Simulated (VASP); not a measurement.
# Zn2SeS in VASP: a series of runs

Runs on Zn2SeS. Level: PBE. Tasks: single point.

All numbers are computed with VASP 6.6.1; they aren't measurements. Logs are shortened: lines on timing, memory, paths and dates and some standing lists are left out, and cuts for length are marked.

**1. The cell of the first run**

The cell holds a sheet with vacuum, 4 atoms: a = 4.049 Å, b = 4.049 Å, c = 18.000 Å, α = 90.00°, β = 90.00°, γ = 120.00°.

**2. Single point, PBE**

File INCAR:

```
SYSTEM = Zn2SeS
PREC = Accurate ; ENCUT = 520
EDIFF = 1E-6 ; ISMEAR = 0
SIGMA = 0.1 ; LREAL = .False.
LASPH = .True. ; NELM = 60
ALGO = Normal ; ISIF = 2
LWAVE = .False. ; LCHARG = .False.
LDIPOL = .True. ; IDIPOL = 3
DIPOL = 0.5 0.5 0.497 ; GGA = PE
NBANDS = 26
```

File KPOINTS:

```
Automatic mesh
0
Gamma
  6 6 1
  0 0 0
```

File POSCAR:

```
Zn2SeS
1.0
    4.0493713600      0.0000000000      0.0000000000
   -2.0246851600      3.5068581000      0.0000000000
    0.0000000000      0.0000000000     18.0000000000
Zn Se S
2 1 1
Direct
    0.3333333300      0.6666666700      0.5520377300
    0.6666666700      0.3333333300      0.4379622700
    0.6666666700      0.3333333300      0.5917600000
    0.3333333300      0.6666666700      0.4082400000
```

Potentials or basis: VASP PAW PBE potentials, release 64 (Zn, Se, S).

On the command line:

```console
$ cat potpaw_PBE.64/Zn/POTCAR potpaw_PBE.64/Se/POTCAR potpaw_PBE.64/S/POTCAR > POTCAR
$ mpirun -np 1 vasp_std > vasp.out
```

OUTCAR:

```text
SYSTEM = Zn2SeS
   PREC = Accurate
   ENCUT = 520
   EDIFF = 1E-6
   ISMEAR = 0
   LREAL = .False.
   LASPH = .True.
   NELM = 60
   ISIF = 2
   GGA = PE

 ion  position               nearest neighbor table
   1  0.333  0.667  0.552-   3 2.44   3 2.44   3 2.44   4 2.59
   2  0.667  0.333  0.438-   4 2.40   4 2.40   4 2.40   3 2.77
   3  0.667  0.333  0.592-   1 2.44   1 2.44   1 2.44   2 2.77
   4  0.333  0.667  0.408-   2 2.40   2 2.40   2 2.40   1 2.59

  LATTYP: Found a hexagonal cell.
 ALAT       =     4.0493713600
 C/A-ratio  =     4.4451344171

  Lattice vectors:

 A1 = (   4.0493713600,   0.0000000000,   0.0000000000)
 A2 = (  -2.0246851600,   3.5068581000,   0.0000000000)
 A3 = (   0.0000000000,   0.0000000000,  18.0000000000)

Analysis of symmetry for initial positions (statically):
=====================================================================
 Subroutine PRICEL returns:
 Original cell was already a primitive cell.

 Routine SETGRP: Setting up the symmetry group for a
 hexagonal supercell.

 Subroutine GETGRP returns: Found  6 space group operations
 (whereof  6 operations were pure point group operations)
 out of a pool of 24 trial point group operations.

The static configuration has the point symmetry C_3v.

Analysis of symmetry for dynamics (positions and initial velocities):
=====================================================================
 Subroutine PRICEL returns:
 Original cell was already a primitive cell.

 Routine SETGRP: Setting up the symmetry group for a
 hexagonal supercell.

 Subroutine GETGRP returns: Found  6 space group operations
 (whereof  6 operations were pure point group operations)
 out of a pool of 24 trial point group operations.

The dynamic configuration has the point symmetry C_3v.

 Subroutine INISYM returns: Found  6 space group operations
 (whereof  6 operations are pure point group operations),
 and found     1 'primitive' translations

----------------------------------------------------------------------------------------

                                     Primitive cell

  volume of cell :     255.6103

  direct lattice vectors                    reciprocal lattice vectors
     4.049371360  0.000000000  0.000000000     0.246951912  0.142577731  0.000000000
    -2.024685160  3.506858100  0.000000000     0.000000000  0.285155536  0.000000000
     0.000000000  0.000000000 18.000000000     0.000000000  0.000000000  0.055555556

  length of vectors
     4.049371360  4.049370782 18.000000000     0.285155495  0.285155536  0.055555556

  position of ions in fractional coordinates (direct lattice)
     0.333333330  0.666666670  0.552037730
     0.666666670  0.333333330  0.437962270
     0.666666670  0.333333330  0.591760000
     0.333333330  0.666666670  0.408240000

  ion indices of the primitive-cell ions
   primitive index   ion index
                 1           1
                 2           2
                 3           3
                 4           4

----------------------------------------------------------------------------------------

 KPOINTS: Automatic mesh

Automatic generation of k-mesh.
 Grid dimensions read from file:
 generate k-points for:    6    6    1

 Generating k-lattice:

  Cartesian coordinates                     Fractional coordinates (reciprocal lattice)
     0.041158652  0.023762955  0.000000000     0.166666667  0.000000000  0.000000000
     0.000000000  0.047525923  0.000000000     0.000000000  0.166666667  0.000000000
     0.000000000  0.000000000  0.055555556     0.000000000  0.000000000  1.000000000

  Length of vectors
     0.047525916  0.047525923  0.055555556

  Shift w.r.t. Gamma in fractional coordinates (k-lattice)
     0.000000000  0.000000000  0.000000000

 Subroutine IBZKPT returns following result:
 ===========================================

 Found      7 irreducible k-points:

 Following reciprocal coordinates:
            Coordinates               Weight
  0.000000  0.000000  0.000000      1.000000
  0.166667  0.000000  0.000000      6.000000
  0.333333  0.000000  0.000000      6.000000
  0.500000  0.000000  0.000000      3.000000
  0.166667  0.166667  0.000000      6.000000
  0.333333  0.166667  0.000000     12.000000
  0.333333  0.333333  0.000000      2.000000
   k-points           NKPTS =      7   k-points in BZ     NKDIM =      7   number of bands    NBANDS=     26
   number of dos      NEDOS =    301   number of ions     NIONS =      4
   total plane-waves  NPLWV = 126000
   dimension x,y,z NGX =    30 NGY =   30 NGZ =  140
   dimension x,y,z NGXF=    60 NGYF=   60 NGZF=  280
   ions per type =               2   1   1
   NGX,Y,Z   is equivalent  to a cutoff of  12.32, 12.32, 12.93 a.u.
   NGXF,Y,Z  is equivalent  to a cutoff of  24.63, 24.63, 25.86 a.u.
 SYSTEM =  Zn2SeS
   PREC   = accura    normal or accurate (medium, high low for compatibility)
   ISTART =      0    job   : 0-new  1-cont  2-samecut
   ICHARG =      2    charge: 1-file 2-atom 10-const
   ISPIN  =      1    spin polarized calculation?
   LNONCOLLINEAR =      F non collinear calculations
   LSORBIT =      F    spin-orbit coupling
   LASPH  =      T    aspherical Exc in radial PAW
   ENCUT  =  520.0 eV  38.22 Ry    6.18 a.u.   7.53  7.53 33.47*2*pi/ulx,y,z
   NELM   =     60;   NELMIN=  2; NELMDL= -5     # of ELM steps
   EDIFF  = 0.1E-05   stopping-criterion for ELM
   LREAL  =      F    real-space projection
   EDIFFG = 0.1E-04   stopping-criterion for IOM
   NSW    =      0    number of steps for IOM
   IBRION =     -1    ionic relax: 0-MD 1-quasi-New 2-CG
   NFREE  =      0    steps in history (QN), initial steepest desc. (CG)
   ISIF   =      2    stress and relaxation
   ISYM   =      2    0-nonsym 1-usesym 2-fastsym
   POTIM  = 0.5000    time-step for ionic-motion
   TEBEG  =    0.0;   TEEND  =   0.0 temperature during run
   PSTRESS=    0.0 pullay stress
   NELECT =      36.0000    total number of electrons
   NUPDOWN=      -1.0000    fix difference up-down
   EMIN   =  10.00;   EMAX   =-10.00  energy-range for DOS
   EFERMI =   0.00;   METHOD = LEGACY
   ISMEAR =     0;   SIGMA  =   0.10  broadening in eV -4-tet -1-fermi 0-gaus
   EFERMI_NEDOS =   21; number of points for ismear=-14 and -15
   IALGO  =     38    algorithm
   IMIX   =      4    mixing-type and parameters
     AMIX     =   0.40;   BMIX     =  1.00
     AMIX_MAG =   1.60;   BMIX_MAG =  1.00
  volume/ion in A,a.u.               =      63.90       431.24
  Fermi-wavevector in a.u.,A,eV,Ry     =   0.851758  1.609589  9.870914  0.725492
  Thomas-Fermi vector in A             =   1.967941
   LORBIT       =      0    0 simple, 1 ext, 2 COOP (PROOUT), +10 PAW based schemes
   GGA     = PE    functional components
   LHFCALC =     F    Hartree Fock is set to
   AEXX    =    0.0000 exact exchange contribution
   IVDW    =     0    specifies the selected vdW correction
   LEPSILON=     F    determine dielectric tensor
   LRPA    =     F    only Hartree local field effects (RPA)
 non-spin polarized calculation
 Gauss-broadening in eV      SIGMA  =   0.10
  energy-cutoff  :      520.00
  volume of cell :      255.61
 maximum number of plane-waves:      6921
   NGX = 15   NGY = 15   NGZ = 67

 number of electron      36.0000050 magnetization

 dipolmoment           0.000000      0.000000      0.007766 electrons x Angstroem

 Free energy of the ion-electron system (eV)
  ---------------------------------------------------
  ext. energy  EPLUGINS =         0.00000000
  ---------------------------------------------------
  free energy    TOTEN  =       -12.32056674 eV

  energy without entropy =      -12.32056674  energy(sigma->0) =      -12.32056674

 E-fermi :  -2.9700     XC(G=0):  -3.7947

 val. band max:       -3.4137100250   @ k =   0.0000   0.0000   0.0000
 cond. band min:      -1.6917389901   @ k =   0.0000   0.0000   0.0000
 fundamental gap:      1.7219710349
 Fermi energy:        -2.9699835061

 k-point     1 :       0.0000    0.0000    0.0000
  band No.  band energies     occupation
      1     -16.0550      2.00000
      2     -15.5084      2.00000
      3      -9.8910      2.00000
      4      -9.8910      2.00000
      5      -9.6987      2.00000
      6      -9.6987      2.00000
[... 18 lines left out ...]
     25       2.8930      0.00000
     26       3.0009      0.00000

 k-point     2 :       0.1667    0.0000    0.0000
  band No.  band energies     occupation
      1     -15.9104      2.00000
      2     -15.4162      2.00000
      3      -9.8852      2.00000
      4      -9.8408      2.00000
      5      -9.6950      2.00000
      6      -9.6554      2.00000
[... 18 lines left out ...]
     25       3.2206      0.00000
     26       3.2804      0.00000

 k-point     3 :       0.3333    0.0000    0.0000
  band No.  band energies     occupation
      1     -15.5758      2.00000
      2     -15.2369      2.00000
      3      -9.8085      2.00000
      4      -9.7298      2.00000
      5      -9.6665      2.00000
      6      -9.5895      2.00000
[... 18 lines left out ...]
     25       3.9911      0.00000
     26       4.2414      0.00000

 k-point     4 :       0.5000    0.0000    0.0000
  band No.  band energies     occupation
      1     -15.3613      2.00000
      2     -15.1701      2.00000
      3      -9.7325      2.00000
      4      -9.6667      2.00000
      5      -9.5966      2.00000
      6      -9.5676      2.00000
[... 18 lines left out ...]
     25       4.6287      0.00000
     26       4.8982      0.00000

 k-point     5 :       0.1667    0.1667    0.0000
  band No.  band energies     occupation
      1     -15.6682      2.00000
      2     -15.2798      2.00000
      3      -9.8447      2.00000
      4      -9.7526      2.00000
      5      -9.6820      2.00000
      6      -9.5960      2.00000
[... 18 lines left out ...]
     25       3.4710      0.00000
     26       3.9529      0.00000

 k-point     6 :       0.3333    0.1667    0.0000
  band No.  band energies     occupation
      1     -15.3684      2.00000
      2     -15.1684      2.00000
      3      -9.7285      2.00000
      4      -9.6721      2.00000
      5      -9.6200      2.00000
      6      -9.5752      2.00000
[... 18 lines left out ...]
     25       4.4401      0.00000
     26       4.8037      0.00000

 k-point     7 :       0.3333    0.3333    0.0000
  band No.  band energies     occupation
      1     -15.2176      2.00000
      2     -15.1787      2.00000
      3      -9.6670      2.00000
      4      -9.6491      2.00000
      5      -9.6136      2.00000
      6      -9.5741      2.00000
[... 18 lines left out ...]
     25       4.8760      0.00000
     26       5.3938      0.00000

------------------------ aborting loop because EDIFF is reached ----------------------------------------

 vacuum level on the upper side and lower side of the slab       (xc-potential included)        -0.126        -0.218

  FORCE on cell =-STRESS in cart. coord.  units (eV):
  Direction    XX          YY          ZZ          XY          YZ          ZX
  --------------------------------------------------------------------------------------
  -------------------------------------------------------------------------------------
  Total       -1.1011663     -1.1011661     -0.8045744     -0.0000002      0.0000000     -0.0000000
  in kB       -6.9021627     -6.9021612     -5.0431108     -0.0000010      0.0000000     -0.0000000
  external PRESSURE =      -6.2824782 kB  Pullay stress =       0.0000000 kB

 VOLUME and BASIS-vectors are now :
 -----------------------------------------------------------------------------
  energy-cutoff  :      520.00
  volume of cell :      255.61
      direct lattice vectors                 reciprocal lattice vectors
     4.049371360  0.000000000  0.000000000     0.246951912  0.142577731  0.000000000
    -2.024685160  3.506858100  0.000000000     0.000000000  0.285155536  0.000000000
     0.000000000  0.000000000 18.000000000     0.000000000  0.000000000  0.055555556

 POSITION                                       TOTAL-FORCE (eV/Angst)
 -----------------------------------------------------------------------------------
      0.00000      2.33791      9.93668         0.000000      0.000000     -0.167294
      2.02469      1.16895      7.88332        -0.000000      0.000000      0.024255
      2.02469      1.16895     10.65168        -0.000000     -0.000000     -0.115163
      0.00000      2.33791      7.34832         0.000000     -0.000000      0.258201
 -----------------------------------------------------------------------------------
    total drift:                                0.000003     -0.000003     -0.002164

  FREE ENERGIE OF THE ION-ELECTRON SYSTEM (eV)
  ---------------------------------------------------
  free  energy   TOTEN  =       -12.3205667380 eV

  energy  without entropy=      -12.3205667380  energy(sigma->0) =      -12.32056674

 vacuum level on the upper side and lower side of the slab         2.464         2.364
```

Run time: 2.9 min. Hardware: 1 thread of Intel Xeon 8259CL, shared host; peak memory 0.37 GiB.

Results:

```yaml
Free_energy: -12.3206 eV
Largest_force: 0.258 eV/Å
Band_gap_on_the_k_mesh: 1.72 eV
```

Forces on the atoms (eV/Å):
```
Zn   0.000  0.000 -0.167
Zn   0.000  0.000  0.024
Se   0.000  0.000 -0.115
S    0.000  0.000  0.258
```

[end of part 1 of 2]
